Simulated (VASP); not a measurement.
Rb: single point with PBE

The system is Rb.

```
Rb
1.0
    -2.83590    2.83590    2.83590
     2.83590   -2.83590    2.83590
     2.83590    2.83590   -2.83590
Rb
1
Direct
  0.00000 0.00000 0.00000
```

```yaml
Program: VASP 6.6.1
Task: single point
Functional: PBE
Potentials_or_basis: VASP PAW PBE potentials, release 64 (Rb_sv)
Cutoff: 520 eV
k_mesh: 10 × 10 × 10
Occupations: fermi-dirac, width 0.1 eV
Spin: no spin polarisation
```

```json
{
 "Pressure": "0.0 GPa",
 "Band gap on the k mesh": "zero (an odd number of electrons rules out a gap without spin polarisation)"
}
```

Levels at points of the mesh, in eV from the Fermi level:
```tsv
k point	band 2	band 3	band 4	band 5	band 6	band 7
(0.00, 0.00, 0.00)	-12.94	-12.94	-12.94	-1.96	3.68	3.68
(0.50, 0.00, 0.00)	-13.04	-12.97	-12.94	0.24	0.78	2.59
(0.50, 0.50, 0.50)	-13.01	-13.01	-13.01	1.26	1.26	3.25
```

Run time: 31 s on 1 thread of Intel(R) Xeon(R) Platinum 8488C (Sapphire Rapids) (shared host), peak memory 0.24 GiB.
